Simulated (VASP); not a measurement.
# CsTaAlP3 (P-6m2) in VASP: further runs

Runs on CsTaAlP3. Level: PBE. Tasks: relaxation of cell and atoms.

All numbers are computed with VASP 6.6.1; they aren't measurements. Logs are shortened: lines on timing, memory, paths and dates and some standing lists are left out, and cuts for length are marked.

## 1. The cell of the first run

Symmetry: P-6m2, No. 187, hexagonal system. The conventional cell has a = 6.922 Å, b = 6.922 Å, c = 3.224 Å, α = 90.00°, β = 90.00°, γ = 120.00°. Within 4.2 Å of Cs (site symmetry -6m2) lie 2 Cs at 3.22 Å and 12 P at 3.82 Å and 3 Ta at 4.00 Å and 3 Al at 4.00 Å. Within 3.4 Å of Ta (site symmetry -6m2) lie 6 P at 2.54 Å and 2 Ta at 3.22 Å. Al (site symmetry -6m2) has 6 P at 2.59 Å and 2 Al at 3.22 Å within 3.4 Å. Within 3.6 Å of P (site symmetry mm2) lie 2 Ta at 2.54 Å and 2 Al at 2.59 Å and 6 P at 3.22 to 3.52 Å.

The cell was generated, and may not be a known phase.

## 2. Relaxation of cell and atoms, PBE

File INCAR:

```
PREC = Accurate
ENCUT = 600
EDIFF = 1E-7
ISMEAR = 0
SIGMA = 0.1
LREAL = F
LASPH = T
NELM = 60
ALGO = Normal
ISIF = 3
LWAVE = F
LCHARG = F
GGA = PE
IBRION = 2
NSW = 90
EDIFFG = -0.04
```

File KPOINTS:

```
regular mesh
0
Gamma
  3 3 6
```

File POSCAR:

```
CsTaAlP3
1.0
    6.9217904397      0.0000000000      0.0000000000
   -3.4608952199      5.9944463605      0.0000000000
    0.0000000000      0.0000000000      3.2235637989
Cs Ta Al P
1 1 1 3
Direct
    0.0000000000      0.0000000000      0.0000000000
    0.6666666667      0.3333333333      0.0000000000
    0.3333333333      0.6666666667      0.0000000000
    0.9944114649      0.4972057324      0.5000000000
    0.5027942676      0.4972057324      0.5000000000
    0.5027942676      0.0055885351      0.5000000000
```

Potentials or basis: VASP PAW PBE potentials, release 64 (Cs_sv, Ta_pv, Al, P).

Run with:

```bash
$ cat potpaw_PBE.64/Cs_sv/POTCAR potpaw_PBE.64/Ta_pv/POTCAR potpaw_PBE.64/Al/POTCAR potpaw_PBE.64/P/POTCAR > POTCAR
$ mpirun -np 1 vasp_std > vasp.out
```

OUTCAR:

```text
PREC = Accurate
   ENCUT = 600
   EDIFF = 1E-7
   ISMEAR = 0
   LREAL = F
   LASPH = T
   NELM = 60
   ISIF = 3
   GGA = PE
   IBRION = 2
   NSW = 90
   EDIFFG = -0.04

 ion  position               nearest neighbor table
   1  0.000  0.000  0.000-
   2  0.667  0.333  0.000-   4 2.54   4 2.54   5 2.54   5 2.54   6 2.54   6 2.54
   3  0.333  0.667  0.000-   4 2.59   4 2.59   6 2.59   6 2.59   5 2.59   5 2.59
   4  0.994  0.497  0.500-   2 2.54   2 2.54   3 2.59   3 2.59
   5  0.503  0.497  0.500-   2 2.54   2 2.54   3 2.59   3 2.59
   6  0.503  0.006  0.500-   2 2.54   2 2.54   3 2.59   3 2.59

  LATTYP: Found a hexagonal cell.
 ALAT       =     6.9217904397
 C/A-ratio  =     0.4657124232

  Lattice vectors:

 A1 = (   6.9217904397,   0.0000000000,   0.0000000000)
 A2 = (  -3.4608952199,   5.9944463605,   0.0000000000)
 A3 = (   0.0000000000,   0.0000000000,   3.2235637989)

Analysis of symmetry for initial positions (statically):
=====================================================================
 Subroutine PRICEL returns:
 Original cell was already a primitive cell.

 Routine SETGRP: Setting up the symmetry group for a
 hexagonal supercell.

 Subroutine GETGRP returns: Found 12 space group operations
 (whereof 12 operations were pure point group operations)
 out of a pool of 24 trial point group operations.

The static configuration has the point symmetry D_3h.

Analysis of symmetry for dynamics (positions and initial velocities):
=====================================================================
 Subroutine PRICEL returns:
 Original cell was already a primitive cell.

 Routine SETGRP: Setting up the symmetry group for a
 hexagonal supercell.

 Subroutine GETGRP returns: Found 12 space group operations
 (whereof 12 operations were pure point group operations)
 out of a pool of 24 trial point group operations.

The dynamic configuration has the point symmetry D_3h.

 Subroutine INISYM returns: Found 12 space group operations
 (whereof 12 operations are pure point group operations),
 and found     1 'primitive' translations

----------------------------------------------------------------------------------------

                                     Primitive cell

  volume of cell :     133.7531

  direct lattice vectors                    reciprocal lattice vectors
     6.921790440  0.000000000  0.000000000     0.144471291  0.083410539  0.000000000
    -3.460895220  5.994446360  0.000000000     0.000000000  0.166821077  0.000000000
     0.000000000  0.000000000  3.223563799     0.000000000  0.000000000  0.310215669

  length of vectors
     6.921790440  6.921790440  3.223563799     0.166821077  0.166821077  0.310215669

  position of ions in fractional coordinates (direct lattice)
     0.000000000  0.000000000  0.000000000
     0.666666667  0.333333333  0.000000000
     0.333333333  0.666666667  0.000000000
     0.994411465  0.497205732  0.500000000
     0.502794268  0.497205732  0.500000000
     0.502794268  0.005588535  0.500000000

  ion indices of the primitive-cell ions
   primitive index   ion index
                 1           1
                 2           2
                 3           3
                 4           4
                 5           5
                 6           6

----------------------------------------------------------------------------------------

 KPOINTS: regular mesh

Automatic generation of k-mesh.
 Grid dimensions read from file:
 generate k-points for:    3    3    6

 Generating k-lattice:

  Cartesian coordinates                     Fractional coordinates (reciprocal lattice)
     0.048157097  0.027803513  0.000000000     0.333333333  0.000000000  0.000000000
     0.000000000  0.055607026  0.000000000     0.000000000  0.333333333  0.000000000
     0.000000000  0.000000000  0.051702611     0.000000000  0.000000000  0.166666667

  Length of vectors
     0.055607026  0.055607026  0.051702611

  Shift w.r.t. Gamma in fractional coordinates (k-lattice)
     0.000000000  0.000000000  0.000000000

 Subroutine IBZKPT returns following result:
 ===========================================

 Found     12 irreducible k-points:

 Following reciprocal coordinates:
            Coordinates               Weight
  0.000000  0.000000  0.000000      1.000000
  0.333333 -0.000000  0.000000      6.000000
  0.333333  0.333333  0.000000      2.000000
  0.000000  0.000000  0.166667      2.000000
  0.333333 -0.000000  0.166667     12.000000
  0.333333  0.333333  0.166667      4.000000
  0.000000  0.000000  0.333333      2.000000
  0.333333 -0.000000  0.333333     12.000000
  0.333333  0.333333  0.333333      4.000000
  0.000000  0.000000  0.500000      1.000000
  0.333333 -0.000000  0.500000      6.000000
  0.333333  0.333333  0.500000      2.000000
   k-points           NKPTS =     12   k-points in BZ     NKDIM =     12   number of bands    NBANDS=     23
   number of dos      NEDOS =    301   number of ions     NIONS =      6
   total plane-waves  NPLWV =  87808
   dimension x,y,z NGX =    56 NGY =   56 NGZ =   28
   dimension x,y,z NGXF=   112 NGYF=  112 NGZF=   56
   ions per type =               1   1   1   3
   NGX,Y,Z   is equivalent  to a cutoff of  13.45, 13.45, 14.44 a.u.
   NGXF,Y,Z  is equivalent  to a cutoff of  26.90, 26.90, 28.88 a.u.
 SYSTEM =  unknown system
   PREC   = accura    normal or accurate (medium, high low for compatibility)
   ISTART =      0    job   : 0-new  1-cont  2-samecut
   ICHARG =      2    charge: 1-file 2-atom 10-const
   ISPIN  =      1    spin polarized calculation?
   LNONCOLLINEAR =      F non collinear calculations
   LSORBIT =      F    spin-orbit coupling
   LASPH  =      T    aspherical Exc in radial PAW
   ENCUT  =  600.0 eV  44.10 Ry    6.64 a.u.  13.82 13.82  6.44*2*pi/ulx,y,z
   NELM   =     60;   NELMIN=  2; NELMDL= -5     # of ELM steps
   EDIFF  = 0.1E-06   stopping-criterion for ELM
   LREAL  =      F    real-space projection
   EDIFFG = -.4E-01   stopping-criterion for IOM
   NSW    =     90    number of steps for IOM
   IBRION =      2    ionic relax: 0-MD 1-quasi-New 2-CG
   NFREE  =      1    steps in history (QN), initial steepest desc. (CG)
   ISIF   =      3    stress and relaxation
   ISYM   =      2    0-nonsym 1-usesym 2-fastsym
   POTIM  = 0.5000    time-step for ionic-motion
   TEBEG  =    0.0;   TEEND  =   0.0 temperature during run
   PSTRESS=    0.0 pullay stress
   NELECT =      38.0000    total number of electrons
   NUPDOWN=      -1.0000    fix difference up-down
   EMIN   =  10.00;   EMAX   =-10.00  energy-range for DOS
   EFERMI =   0.00;   METHOD = LEGACY
   ISMEAR =     0;   SIGMA  =   0.10  broadening in eV -4-tet -1-fermi 0-gaus
   EFERMI_NEDOS =   21; number of points for ismear=-14 and -15
   IALGO  =     38    algorithm
   IMIX   =      4    mixing-type and parameters
     AMIX     =   0.40;   BMIX     =  1.00
     AMIX_MAG =   1.60;   BMIX_MAG =  1.00
  volume/ion in A,a.u.               =      22.29       150.44
  Fermi-wavevector in a.u.,A,eV,Ry     =   1.076221  2.033763 15.758968  1.158251
  Thomas-Fermi vector in A             =   2.212099
   LORBIT       =      0    0 simple, 1 ext, 2 COOP (PROOUT), +10 PAW based schemes
   GGA     = PE    functional components
   LHFCALC =     F    Hartree Fock is set to
   AEXX    =    0.0000 exact exchange contribution
   IVDW    =     0    specifies the selected vdW correction
   LEPSILON=     F    determine dielectric tensor
   LRPA    =     F    only Hartree local field effects (RPA)
 conjugate gradient relaxation of ions
 non-spin polarized calculation
 Gauss-broadening in eV      SIGMA  =   0.10
  energy-cutoff  :      600.00
  volume of cell :      133.75
 maximum number of plane-waves:      4482
 NGX is ok and might be reduce to    56
   NGX = 27   NGY = 27   NGZ = 13

--------------------------------------- Ionic step        1  -------------------------------------------

 number of electron      38.0000001 magnetization

 Free energy of the ion-electron system (eV)
  ---------------------------------------------------
  ext. energy  EPLUGINS =         0.00000000
  ---------------------------------------------------
  free energy    TOTEN  =       -33.80551881 eV

  energy without entropy =      -33.78809883  energy(sigma->0) =      -33.79680882

------------------------ aborting loop because EDIFF is reached ----------------------------------------

  FORCE on cell =-STRESS in cart. coord.  units (eV):
  Direction    XX          YY          ZZ          XY          YZ          ZX
  --------------------------------------------------------------------------------------
  -------------------------------------------------------------------------------------
  Total       -0.2170209     -0.2170209      0.9164345      0.0000000      0.0000000      0.0000000
  in kB       -2.5996109     -2.5996109     10.9776201      0.0000000      0.0000000      0.0000000
  external PRESSURE =       1.9261328 kB  Pullay stress =       0.0000000 kB

 VOLUME and BASIS-vectors are now :
 -----------------------------------------------------------------------------
  energy-cutoff  :      600.00
  volume of cell :      133.75
      direct lattice vectors                 reciprocal lattice vectors
     6.921790440  0.000000000  0.000000000     0.144471291  0.083410539  0.000000000
    -3.460895220  5.994446360  0.000000000     0.000000000  0.166821077  0.000000000
     0.000000000  0.000000000  3.223563799     0.000000000  0.000000000  0.310215669

 POSITION                                       TOTAL-FORCE (eV/Angst)
 -----------------------------------------------------------------------------------
      0.00000      0.00000      0.00000        -0.000000      0.000000      0.000000
      3.46090      1.99815      0.00000        -0.000000     -0.000000      0.000000
     -0.00000      3.99630      0.00000        -0.000000      0.000000      0.000000
      5.16233      2.98047      1.61178        -0.004456     -0.002572     -0.000000
      1.75946      2.98047      1.61178         0.004456     -0.002572     -0.000000
      3.46090      0.03350      1.61178        -0.000000      0.005145     -0.000000
 -----------------------------------------------------------------------------------
    total drift:                               -0.000001      0.000000      0.000000
[... 30 lines left out ...]
 POSITION                                       TOTAL-FORCE (eV/Angst)
 -----------------------------------------------------------------------------------
      6.90971      0.00000      0.00000        -0.000000      0.000000     -0.000000
      3.45486      1.99466      0.00000        -0.000000      0.000000     -0.000000
     -0.00000      3.98932      0.00000        -0.000000      0.000000     -0.000000
      5.15311      2.97515      1.62366        -0.015068     -0.008699     -0.000000
      1.75660      2.97515      1.62366         0.015068     -0.008699     -0.000000
      3.45486      0.03369      1.62366        -0.000000      0.017399      0.000000
 -----------------------------------------------------------------------------------
    total drift:                               -0.000001      0.000000      0.000000

  FREE ENERGIE OF THE ION-ELECTRON SYSTEM (eV)
  ---------------------------------------------------
  free  energy   TOTEN  =       -33.8084829683 eV

  energy  without entropy=      -33.7895475326  energy(sigma->0) =      -33.79901525

--------------------------------------- Ionic step        3  -------------------------------------------

 number of electron      38.0000001 magnetization

 Free energy of the ion-electron system (eV)
  ---------------------------------------------------
  ext. energy  EPLUGINS =         0.00000000
  ---------------------------------------------------
  free energy    TOTEN  =       -33.80861691 eV

  energy without entropy =      -33.78994057  energy(sigma->0) =      -33.79927874

 E-fermi :   5.0499     XC(G=0):  -9.9292

 val. band max:        4.9735354505   @ k =   0.3333  -0.0000   0.3333
 cond. band min:       5.1130823380   @ k =   0.3333  -0.0000   0.3333
 fundamental gap:      0.1395468874
 Fermi energy:         5.0499148515

 k-point     1 :       0.0000    0.0000    0.0000
  band No.  band energies     occupation
      1     -29.6217      2.00000
      2     -29.6217      2.00000
      3     -29.4420      2.00000
      4     -17.2632      2.00000
      5      -6.9659      2.00000
      6      -4.9563      2.00000
[... 15 lines left out ...]
     22       7.0043      0.00000
     23       7.6073      0.00000

 k-point     2 :       0.3333   -0.0000    0.0000
  band No.  band energies     occupation
      1     -29.6217      2.00000
      2     -29.6217      2.00000
      3     -29.4420      2.00000
      4     -17.2622      2.00000
      5      -6.7869      2.00000
      6      -5.6888      2.00000
[... 288 lines left out ...]
 VOLUME and BASIS-vectors are now :
 -----------------------------------------------------------------------------
  energy-cutoff  :      600.00
  volume of cell :      134.18
      direct lattice vectors                 reciprocal lattice vectors
     6.911790225  0.000000000  0.000000000     0.144680317  0.083531220  0.000000000
    -3.455895112  5.985785920  0.000000000    -0.000000000  0.167062440  0.000000000
     0.000000000  0.000000000  3.243230296     0.000000000 -0.000000000  0.308334564

 POSITION                                       TOTAL-FORCE (eV/Angst)
 -----------------------------------------------------------------------------------
     -0.00000      0.00000      0.00000         0.000000      0.000000     -0.000000
      3.45590      1.99526      0.00000         0.000000      0.000000     -0.000000
     -0.00000      3.99052      0.00000         0.000000      0.000000     -0.000000
      5.15469      2.97606      1.62162        -0.013332     -0.007697     -0.000000
      1.75710      2.97606      1.62162         0.013332     -0.007697     -0.000000
      3.45590      0.03366      1.62162        -0.000000      0.015395      0.000000
 -----------------------------------------------------------------------------------
    total drift:                               -0.000001      0.000000      0.000000

  FREE ENERGIE OF THE ION-ELECTRON SYSTEM (eV)
  ---------------------------------------------------
  free  energy   TOTEN  =       -33.8086169103 eV

  energy  without entropy=      -33.7899405650  energy(sigma->0) =      -33.79927874

 reached required accuracy - stopping structural energy minimisation
```

Wall time 58 s (1 thread of AMD EPYC 9R45 (Zen 5), shared host); peak memory 0.29 GiB.

What came out:

* Free energy: -33.8086 eV
* Relaxed volume: 22.36 Å³/atom
* Relaxed cell: a = 6.912 Å, b = 6.912 Å, c = 3.243 Å, α = 90.00°, β = 90.00°, γ = 120.00°
* Space group after relaxing (to 0.1 Å): P-6m2 (No. 187)
* Energy gained by relaxing: 0.5 meV/atom
* Ionic steps: 3
* Pressure after relaxing: -0.2 GPa
* Largest force after relaxing: 0.015 eV/Å
* Band gap on the k mesh: zero (bands 19 and 20 overlap by 0.22 eV)

Forces in eV/Å, atoms in the order of the input:
```
Cs   0.000  0.000  0.000
Ta   0.000  0.000  0.000
Al   0.000  0.000  0.000
P   -0.013 -0.008  0.000
P    0.013 -0.008  0.000
P    0.000  0.015  0.000
```

Step by step:
| step | energy change (eV) | largest force (eV/Å) | pressure (GPa) | volume (Å³) |
| --- | --- | --- | --- | --- |
| 1 | 0.0000 | 0.0051 | 0.19 | 133.75 |
| 2 | -0.0030 | 0.0174 | -0.24 | 134.27 |
| 3 | -0.0031 | 0.0154 | -0.17 | 134.18 |

Final structure:
```
Cs Ta Al P
1.0
     6.91179    0.00000    0.00000
    -3.45590    5.98579    0.00000
     0.00000    0.00000    3.24323
Cs Ta Al P
1 1 1 3
Direct
  0.00000 0.00000 0.00000
  0.66667 0.33333 0.00000
  0.33333 0.66667 0.00000
  0.99438 0.49719 0.50000
  0.50281 0.49719 0.50000
  0.50281 0.00562 0.50000
```

Levels at points of the mesh, in eV from the Fermi level:
```csv
k point,band 16,band 17,band 18,band 19,band 20,band 21,band 22,band 23
"(0.00, 0.00, 0.00)",-1.43,-0.77,-0.77,0.10,0.47,1.95,1.95,2.56
"(0.00, 0.00, 0.50)",-3.37,-1.40,-0.34,-0.34,0.99,0.99,1.26,2.96
```

Caveat: spin-orbit coupling is left out, which moves the levels of the heavy elements.

## 3. Relaxation of cell and atoms, PBE

File INCAR:

```
PREC = Accurate
ENCUT = 600
EDIFF = 1E-6
ISMEAR = 0
SIGMA = 0.1
LREAL = False
LASPH = True
NELM = 80
ALGO = Normal
ISIF = 3
LWAVE = False
LCHARG = False
GGA = PE
IBRION = 2
NSW = 100
EDIFFG = -0.01
```

File KPOINTS:

```
Automatic mesh
0
Gamma
  6 6 12
```

File POSCAR:

```
CsTaAlP3
1.0
    6.9029567007      0.0000000000      0.0000000000
   -3.4514783503      5.9781358640      0.0000000000
    0.0000000000      0.0000000000      3.2411060658
Cs Ta Al P
1 1 1 3
Direct
    0.0000000000      0.0000000000      0.0000000000
    0.6666666667      0.3333333333      0.0000000000
    0.3333333333      0.6666666667      0.0000000000
    0.9943223316      0.4971611658      0.5000000000
    0.5028388342      0.4971611658      0.5000000000
    0.5028388342      0.0056776684      0.5000000000
```

Potentials or basis: VASP PAW PBE potentials, release 64 (Cs_sv, Ta_pv, Al, P).

Run with:

```bash
$ cat potpaw_PBE.64/Cs_sv/POTCAR potpaw_PBE.64/Ta_pv/POTCAR potpaw_PBE.64/Al/POTCAR potpaw_PBE.64/P/POTCAR > POTCAR
$ mpirun -np 1 vasp_std > vasp.out
```

It took 5 min on 1 thread of AMD EPYC 9R45 (Zen 5), shared host; peak memory 0.42 GiB.

Results (log left out):

| Quantity | Value |
| --- | --- |
| Free energy | -33.8089 eV |
| Relaxed volume | 22.36 Å³/atom |
| Relaxed cell | a = 6.907 Å, b = 6.907 Å, c = 3.247 Å, α = 90.00°, β = 90.00°, γ = 120.00° |
| Space group after relaxing (to 0.1 Å) | P-6m2 (No. 187) |
| Energy gained by relaxing | 0.1 meV/atom |
| Ionic steps | 7 |
| Pressure after relaxing | 0.0 GPa |
| Largest force after relaxing | 0.006 eV/Å |
| Band gap on the k mesh | zero (bands 19 and 20 overlap by 0.27 eV) |

Forces in eV/Å, atoms in the order of the input:
```
Cs   0.000  0.000  0.000
Ta   0.000  0.000  0.000
Al   0.000  0.000  0.000
P   -0.005 -0.003  0.000
P    0.005 -0.003  0.000
P    0.000  0.006  0.000
```

The path:
```csv
step,energy change (eV),largest force (eV/Å),pressure (GPa),volume (Å³)
1,0.0000,0.0041,0.21,133.75
2,-0.0002,0.0252,-0.13,134.33
3,-0.0003,0.0179,-0.01,134.12
4,-0.0003,0.0179,0.00,134.13
5,-0.0003,0.0215,-0.07,134.23
6,-0.0003,0.0188,-0.02,134.14
7,-0.0003,0.0062,-0.01,134.15
```

Final structure:
```xyz
6
Lattice="6.9073 0.0000 0.0000 -3.4536 5.9819 0.0000 0.0000 0.0000 3.2468" Properties=species:S:1:pos:R:3 pbc="T T T"
Cs   -3.4536    5.9819    0.0000
Ta    3.4536    1.9940    0.0000
Al    0.0000    3.9879    0.0000
P     5.1502    2.9734    1.6234
P     1.7571    2.9734    1.6234
P     3.4536    0.0350    1.6234
```

Levels at points of the mesh, in eV from the Fermi level:
| k point | band 15 | band 16 | band 17 | band 18 | band 19 | band 20 | band 21 | band 22 | band 23 |
| --- | --- | --- | --- | --- | --- | --- | --- | --- | --- |
| (0.00, 0.00, 0.00) | -1.39 | -1.39 | -0.74 | -0.74 | 0.09 | 0.48 | 1.97 | 1.97 | 2.55 |
| (0.50, 0.00, 0.00) | -2.45 | -0.94 | -0.76 | -0.59 | -0.36 | 1.08 | 1.83 | 3.10 | 3.12 |
| (0.00, 0.00, 0.50) | -3.36 | -3.36 | -1.35 | -0.33 | -0.33 | 1.03 | 1.03 | 1.24 | 2.99 |
| (0.50, 0.00, 0.50) | -2.72 | -2.14 | -1.06 | -1.00 | -0.44 | 0.60 | 0.64 | 0.83 | 2.49 |

Caveat: spin-orbit coupling is left out, which moves the levels of the heavy elements.

The gap in the log of VASP goes by the Fermi energy; the results here count the filled bands.